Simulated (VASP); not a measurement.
# K (P4/mmm) in VASP: further runs

The runs below take K through single point, with r2SCAN.

Everything below comes from runs of VASP 6.6.1. Logs are shortened: lines on timing, memory, paths and dates and some standing lists are left out, and cuts for length are marked.

## (1) The cell of the first run

Symmetry: P4/mmm, No. 123, tetragonal system. Conventional cell: a = 4.310 Å, b = 4.310 Å, c = 4.429 Å, α = 90.00°, β = 90.00°, γ = 90.00°. K (site symmetry 4/mmm) has 6 K at 4.31 to 4.43 Å within 5.7 Å.

## (2) Single point, r2SCAN (normal strain along x +0.0000, normal strain along z +0.0275)

POSCAR

```
K
1.0
    4.3104394900      0.0000000000      0.0000000000
    0.0000000000      4.3104394900      0.0000000000
    0.0000000000      0.0000000000      4.4289765760
K
1
Direct
    0.0000000000      0.0000000000      0.0000000000
```

INCAR.step1

```
PREC = Accurate
ENCUT = 520
ISMEAR = 0
SIGMA = 0.15
LREAL = F
LASPH = T
NELM = 80
NBANDS = 10
GGA = PE
ALGO = Normal
EDIFF = 1E-4
LWAVE = T
LCHARG = F
```

INCAR.step2

```
PREC = Accurate
ENCUT = 520
EDIFF = 1E-7
ISMEAR = 0
SIGMA = 0.15
LREAL = F
LASPH = T
NELM = 80
ALGO = Normal
ISIF = 2
LWAVE = F
LCHARG = T
METAGGA = R2SCAN
LMIXTAU = T
LELF = T
LVHAR = T
NBANDS = 10
ISTART = 1
```

KPOINTS

```
regular mesh
0
Gamma
  10 10 10
```

Potentials or basis: VASP PAW PBE potentials, release 64 (K_sv).

Launch:

```bash
> cat potpaw_PBE.64/K_sv/POTCAR > POTCAR
> cp INCAR.step1 INCAR
> mpirun -np 1 vasp_std > vasp.out
> cp INCAR.step2 INCAR
> mpirun -np 1 vasp_std > vasp.out
```

OUTCAR:

```text
PREC = Accurate
   ENCUT = 520
   EDIFF = 1E-7
   ISMEAR = 0
   LREAL = F
   LASPH = T
   NELM = 80
   ISIF = 2
   METAGGA = R2SCAN
   ISTART = 1

 ion  position               nearest neighbor table
   1  0.000  0.000  0.000-

  LATTYP: Found a simple tetragonal cell.
 ALAT       =     4.3104394900
 C/A-ratio  =     1.0275000000

  Lattice vectors:

 A1 = (   4.3104394900,   0.0000000000,   0.0000000000)
 A2 = (   0.0000000000,   4.3104394900,   0.0000000000)
 A3 = (   0.0000000000,   0.0000000000,   4.4289765760)

Analysis of symmetry for initial positions (statically):
=====================================================================
 Subroutine PRICEL returns:
 Original cell was already a primitive cell.

 Routine SETGRP: Setting up the symmetry group for a
 simple tetragonal supercell.

 Subroutine GETGRP returns: Found 16 space group operations
 (whereof 16 operations were pure point group operations)
 out of a pool of 16 trial point group operations.

The static configuration has the point symmetry D_4h.

Analysis of symmetry for dynamics (positions and initial velocities):
=====================================================================
 Subroutine PRICEL returns:
 Original cell was already a primitive cell.

 Routine SETGRP: Setting up the symmetry group for a
 simple tetragonal supercell.

 Subroutine GETGRP returns: Found 16 space group operations
 (whereof 16 operations were pure point group operations)
 out of a pool of 16 trial point group operations.

The dynamic configuration has the point symmetry D_4h.

 Subroutine INISYM returns: Found 16 space group operations
 (whereof 16 operations are pure point group operations),
 and found     1 'primitive' translations

----------------------------------------------------------------------------------------

                                     Primitive cell

  volume of cell :      82.2899

  direct lattice vectors                    reciprocal lattice vectors
     4.310439490  0.000000000  0.000000000     0.231994905  0.000000000  0.000000000
     0.000000000  4.310439490  0.000000000     0.000000000  0.231994905  0.000000000
     0.000000000  0.000000000  4.428976576     0.000000000  0.000000000  0.225785796

  length of vectors
     4.310439490  4.310439490  4.428976576     0.231994905  0.231994905  0.225785796

  position of ions in fractional coordinates (direct lattice)
     0.000000000  0.000000000  0.000000000

  ion indices of the primitive-cell ions
   primitive index   ion index
                 1           1

----------------------------------------------------------------------------------------

 KPOINTS: regular mesh

Automatic generation of k-mesh.
 Grid dimensions read from file:
 generate k-points for:   10   10   10

 Generating k-lattice:

  Cartesian coordinates                     Fractional coordinates (reciprocal lattice)
     0.023199491  0.000000000  0.000000000     0.100000000  0.000000000  0.000000000
     0.000000000  0.023199491  0.000000000     0.000000000  0.100000000  0.000000000
     0.000000000  0.000000000  0.022578580     0.000000000  0.000000000  0.100000000

  Length of vectors
     0.023199491  0.023199491  0.022578580

  Shift w.r.t. Gamma in fractional coordinates (k-lattice)
     0.000000000  0.000000000  0.000000000

 Subroutine IBZKPT returns following result:
 ===========================================

 Found    126 irreducible k-points:

 Following reciprocal coordinates:
            Coordinates               Weight
  0.000000  0.000000  0.000000      1.000000
  0.100000  0.000000  0.000000      4.000000
  0.200000  0.000000  0.000000      4.000000
  0.300000  0.000000  0.000000      4.000000
  0.400000  0.000000  0.000000      4.000000
  0.500000  0.000000  0.000000      2.000000
[... 16 lines left out ...]
  0.100000  0.000000  0.100000      8.000000
  0.200000  0.000000  0.100000      8.000000
 [... further k-points ...]
   k-points           NKPTS =    126   k-points in BZ     NKDIM =    126   number of bands    NBANDS=     10
   number of dos      NEDOS =    301   number of ions     NIONS =      1
   total plane-waves  NPLWV =  36864
   dimension x,y,z NGX =    32 NGY =   32 NGZ =   36
   dimension x,y,z NGXF=    64 NGYF=   64 NGZF=   72
   ions per type =               1
   NGX,Y,Z   is equivalent  to a cutoff of  12.34, 12.34, 13.51 a.u.
   NGXF,Y,Z  is equivalent  to a cutoff of  24.68, 24.68, 27.03 a.u.
 SYSTEM =  unknown system
   PREC   = accura    normal or accurate (medium, high low for compatibility)
   ISTART =      1    job   : 0-new  1-cont  2-samecut
   ICHARG =      0    charge: 1-file 2-atom 10-const
   ISPIN  =      1    spin polarized calculation?
   LNONCOLLINEAR =      F non collinear calculations
   LSORBIT =      F    spin-orbit coupling
   LASPH  =      T    aspherical Exc in radial PAW
   ENCUT  =  520.0 eV  38.22 Ry    6.18 a.u.   8.01  8.01  8.23*2*pi/ulx,y,z
   NELM   =     80;   NELMIN=  2; NELMDL=  0     # of ELM steps
   EDIFF  = 0.1E-06   stopping-criterion for ELM
   LREAL  =      F    real-space projection
   EDIFFG = 0.1E-05   stopping-criterion for IOM
   NSW    =      0    number of steps for IOM
   IBRION =     -1    ionic relax: 0-MD 1-quasi-New 2-CG
   NFREE  =      0    steps in history (QN), initial steepest desc. (CG)
   ISIF   =      2    stress and relaxation
   ISYM   =      2    0-nonsym 1-usesym 2-fastsym
   POTIM  = 0.5000    time-step for ionic-motion
   TEBEG  =    0.0;   TEEND  =   0.0 temperature during run
   PSTRESS=    0.0 pullay stress
   NELECT =       9.0000    total number of electrons
   NUPDOWN=      -1.0000    fix difference up-down
   EMIN   =  10.00;   EMAX   =-10.00  energy-range for DOS
   EFERMI =   0.00;   METHOD = LEGACY
   ISMEAR =     0;   SIGMA  =   0.15  broadening in eV -4-tet -1-fermi 0-gaus
   EFERMI_NEDOS =   21; number of points for ismear=-14 and -15
   IALGO  =     38    algorithm
   IMIX   =      4    mixing-type and parameters
     AMIX     =   0.40;   BMIX     =  1.00
     AMIX_MAG =   1.60;   BMIX_MAG =  1.00
  volume/ion in A,a.u.               =      82.29       555.32
  Fermi-wavevector in a.u.,A,eV,Ry     =   0.782901  1.479468  8.339473  0.612934
  Thomas-Fermi vector in A             =   1.886719
   LORBIT       =      0    0 simple, 1 ext, 2 COOP (PROOUT), +10 PAW based schemes
   METAGGA = R2SCAN    functional components
   LHFCALC =     F    Hartree Fock is set to
   AEXX    =    0.0000 exact exchange contribution
   IVDW    =     0    specifies the selected vdW correction
   LEPSILON=     F    determine dielectric tensor
   LRPA    =     F    only Hartree local field effects (RPA)
 non-spin polarized calculation
 Gauss-broadening in eV      SIGMA  =   0.15
  energy-cutoff  :      520.00
  volume of cell :       82.29
 maximum number of plane-waves:      2256
   NGX = 17   NGY = 17   NGZ = 17

 number of electron       9.0000002 magnetization

 Free energy of the ion-electron system (eV)
  ---------------------------------------------------
  ext. energy  EPLUGINS =         0.00000000
  ---------------------------------------------------
  free energy    TOTEN  =        -5.90594688 eV

  energy without entropy =       -5.89734935  energy(sigma->0) =       -5.90164811

 E-fermi :  -0.2333     XC(G=0):  -5.6192

 val. band max:       -0.2361816902   @ k =   0.3000   0.0000   0.4000
 cond. band min:      -0.2051244076   @ k =   0.4000   0.0000   0.3000
 fundamental gap:      0.0310572826
 Fermi energy:        -0.2332650357

 k-point     1 :       0.0000    0.0000    0.0000
  band No.  band energies     occupation
      1     -34.1980      2.00000
      2     -16.8647      2.00000
      3     -16.8640      2.00000
      4     -16.8640      2.00000
      5      -2.4111      2.00000
      6       2.8952      0.00000
      7       2.9821      0.00000
      8       6.1804      0.00000
      9       6.3052      0.00000
     10       6.3054      0.00000

 k-point     2 :       0.1000    0.0000    0.0000
  band No.  band energies     occupation
      1     -34.1976      2.00000
      2     -16.8719      2.00000
      3     -16.8640      2.00000
      4     -16.8633      2.00000
      5      -2.3126      2.00000
      6       2.8440      0.00000
      7       2.9782      0.00000
      8       5.7137      0.00000
      9       5.9534      0.00000
     10       6.2301      0.00000

 k-point     3 :       0.2000    0.0000    0.0000
  band No.  band energies     occupation
      1     -34.1966      2.00000
      2     -16.8922      2.00000
      3     -16.8622      2.00000
      4     -16.8616      2.00000
      5      -2.0214      2.00000
      6       2.4219      0.00000
      7       3.1208      0.00000
      8       5.2656      0.00000
      9       5.4920      0.00000
     10       5.8679      0.00000

 k-point     4 :       0.3000    0.0000    0.0000
  band No.  band energies     occupation
      1     -34.1954      2.00000
      2     -16.9173      2.00000
      3     -16.8599      2.00000
      4     -16.8594      2.00000
      5      -1.5491      2.00000
      6       1.6495      0.00000
      7       3.3341      0.00000
      8       4.9211      0.00000
      9       5.1367      0.00000
     10       6.0490      0.00000

 k-point     5 :       0.4000    0.0000    0.0000
  band No.  band energies     occupation
      1     -34.1944      2.00000
      2     -16.9374      2.00000
      3     -16.8581      2.00000
      4     -16.8576      2.00000
      5      -0.9132      2.00000
      6       0.7429      0.00000
      7       3.5393      0.00000
      8       4.7045      0.00000
      9       4.9137      0.00000
     10       6.4597      0.00000

 k-point     6 :       0.5000    0.0000    0.0000
  band No.  band energies     occupation
      1     -34.1940      2.00000
      2     -16.9450      2.00000
      3     -16.8574      2.00000
      4     -16.8569      2.00000
      5      -0.1660      0.52574
      6      -0.1070      0.23397
      7       3.6286      0.00000
      8       4.6307      0.00000
      9       4.8378      0.00000
     10       6.4601      0.00000
[... 183 lines left out ...]
 k-point    21 :       0.5000    0.5000    0.0000
  band No.  band energies     occupation
      1     -34.1901      2.00000
      2     -16.9343      2.00000
      3     -16.9343      2.00000
      4     -16.8504      2.00000
      5       0.9281      0.00000
      6       2.0681      0.00000
      7       2.0681      0.00000
      8       2.2813      0.00000
      9       5.1418      0.00000
     10       5.1418      0.00000

 k-point    22 :       0.0000    0.0000    0.1000
  band No.  band energies     occupation
      1     -34.1977      2.00000
      2     -16.8708      2.00000
      3     -16.8635      2.00000
      4     -16.8635      2.00000
      5      -2.3181      2.00000
      6       2.7472      0.00000
      7       3.0285      0.00000
      8       5.9108      0.00000
      9       5.9266      0.00000
     10       5.9266      0.00000

 k-point    23 :       0.1000    0.0000    0.1000
  band No.  band energies     occupation
      1     -34.1973      2.00000
      2     -16.8714      2.00000
      3     -16.8700      2.00000
      4     -16.8628      2.00000
      5      -2.2203      2.00000
      6       2.7708      0.00000
      7       2.9676      0.00000
      8       5.3061      0.00000
      9       5.8248      0.00000
     10       6.2260      0.00000

 k-point    24 :       0.2000    0.0000    0.1000
  band No.  band energies     occupation
      1     -34.1963      2.00000
      2     -16.8917      2.00000
      3     -16.8682      2.00000
      4     -16.8611      2.00000
      5      -1.9309      2.00000
      6       2.4752      0.00000
      7       3.0171      0.00000
      8       4.8581      0.00000
      9       5.4914      0.00000
     10       6.1871      0.00000

 [... further k-points ...]
[... 5 lines left out ...]
  --------------------------------------------------------------------------------------
  -------------------------------------------------------------------------------------
  Total       -0.0133759     -0.0133759     -0.1418732      0.0000000      0.0000000      0.0000000
  in kB       -0.2604277     -0.2604277     -2.7622602      0.0000000      0.0000000      0.0000000
  external PRESSURE =      -1.0943719 kB  Pullay stress =       0.0000000 kB

 VOLUME and BASIS-vectors are now :
 -----------------------------------------------------------------------------
  energy-cutoff  :      520.00
  volume of cell :       82.29
      direct lattice vectors                 reciprocal lattice vectors
     4.310439490  0.000000000  0.000000000     0.231994905  0.000000000  0.000000000
     0.000000000  4.310439490  0.000000000     0.000000000  0.231994905  0.000000000
     0.000000000  0.000000000  4.428976576     0.000000000  0.000000000  0.225785796

 POSITION                                       TOTAL-FORCE (eV/Angst)
 -----------------------------------------------------------------------------------
      0.00000      0.00000      0.00000         0.000000      0.000000      0.000000
 -----------------------------------------------------------------------------------
    total drift:                                0.000000     -0.000000      0.000000

  FREE ENERGIE OF THE ION-ELECTRON SYSTEM (eV)
  ---------------------------------------------------
  free  energy   TOTEN  =        -5.9059468773 eV

  energy  without entropy=       -5.8973493511  energy(sigma->0) =       -5.90164811
```

It took 6.9 min on 1 thread of Intel Xeon Platinum 8259CL at 2.50GHz (Skylake/Cascade Lake), shared host; peak memory 0.25 GiB.

Results:

| Property | Result |
| --- | --- |
| Free energy | -5.9059 eV |
| Pressure | -0.1 GPa |

Levels at points of the mesh, in eV from the Fermi level:
```tsv
k point	band 1	band 2	band 3	band 4	band 5	band 6	band 7	band 8	band 9
(0.00, 0.00, 0.00)	-33.96	-16.63	-16.63	-16.63	-2.18	3.13	3.22	6.41	6.54
(0.50, 0.00, 0.00)	-33.96	-16.71	-16.62	-16.62	0.07	0.13	3.86	4.86	5.07
(0.50, 0.50, 0.00)	-33.96	-16.70	-16.70	-16.62	1.16	2.30	2.30	2.51	5.38
(0.00, 0.00, 0.50)	-33.96	-16.69	-16.63	-16.63	-0.03	-0.02	3.81	5.12	5.12
(0.50, 0.00, 0.50)	-33.96	-16.70	-16.68	-16.62	1.14	2.15	2.20	2.38	5.48
(0.50, 0.50, 0.50)	-33.95	-16.69	-16.69	-16.67	2.36	2.48	2.48	4.42	4.59
```

Caveat: the cell differs from its parent crystal (normal strain along x +0.0000, normal strain along z +0.0275); the PAW data sets were made with another functional, which shifts forces and pressure a little.

## (3) Single point, r2SCAN (normal strain along x +0.0000, normal strain along z +0.0550)

POSCAR: that of step 2 with these lines changed.

```diff
@@ -4,3 +4,3 @@
     0.0000000000      4.3104394900      0.0000000000
-    0.0000000000      0.0000000000      4.4289765760
+    0.0000000000      0.0000000000      4.5475136620
 K
```

INCAR.step1

```
SYSTEM = K
  PREC = Accurate
  ENCUT = 520
  ISMEAR = 0
  SIGMA = 0.15
  LREAL = .False.
  LASPH = .True.
  NELM = 80
  NBANDS = 10
  GGA = PE
  ALGO = Normal
  EDIFF = 1E-4
  LWAVE = .True.
  LCHARG = .False.
```

INCAR.step2

```
SYSTEM = K
  PREC = Accurate
  ENCUT = 520
  EDIFF = 1E-6
  ISMEAR = 0
  SIGMA = 0.15
  LREAL = .False.
  LASPH = .True.
  NELM = 80
  ALGO = Normal
  ISIF = 2
  LWAVE = .False.
  LCHARG = .True.
  METAGGA = R2SCAN
  LMIXTAU = .True.
  LELF = .True.
  LVHAR = .True.
  NBANDS = 10
  ISTART = 1
```

KPOINTS

```
Automatic mesh
0
Gamma
  10 10 10
  0 0 0
```

Potentials or basis: VASP PAW PBE potentials, release 64 (K_sv).

Launch:

```bash
> cat potpaw_PBE.64/K_sv/POTCAR > POTCAR
> cp INCAR.step1 INCAR
> mpirun -np 1 vasp_std > vasp.out
> cp INCAR.step2 INCAR
> mpirun -np 1 vasp_std > vasp.out
```

Wall time 8.1 min (1 thread of Intel Xeon Platinum 8259CL at 2.50GHz (Skylake/Cascade Lake), shared host); peak memory 0.26 GiB.

Results (log left out):

```
Free energy : -5.9013 eV
Pressure    : -0.2 GPa
```

Stress tensor (GPa, compression positive):
```
 0.00  0.00  0.00
 0.00  0.00  0.00
 0.00  0.00 -0.45
```

Levels at points of the mesh, in eV from the Fermi level:
```csv
k point,band 1,band 2,band 3,band 4,band 5,band 6,band 7,band 8
"(0.00, 0.00, 0.00)",-33.97,-16.64,-16.64,-16.64,-2.14,3.07,3.25,6.03
"(0.50, 0.00, 0.00)",-33.97,-16.72,-16.63,-16.63,0.11,0.17,3.86,4.69
"(0.50, 0.50, 0.00)",-33.97,-16.71,-16.71,-16.63,1.20,2.35,2.35,2.57
"(0.00, 0.00, 0.50)",-33.97,-16.69,-16.64,-16.64,-0.11,-0.07,3.77,5.19
"(0.50, 0.00, 0.50)",-33.97,-16.72,-16.68,-16.63,1.17,2.05,2.15,2.30
"(0.50, 0.50, 0.50)",-33.96,-16.71,-16.71,-16.67,2.29,2.53,2.53,4.40
```

Caveat: the cell differs from its parent crystal (normal strain along x +0.0000, normal strain along z +0.0550); the PAW data sets were made with another functional, which shifts forces and pressure a little.
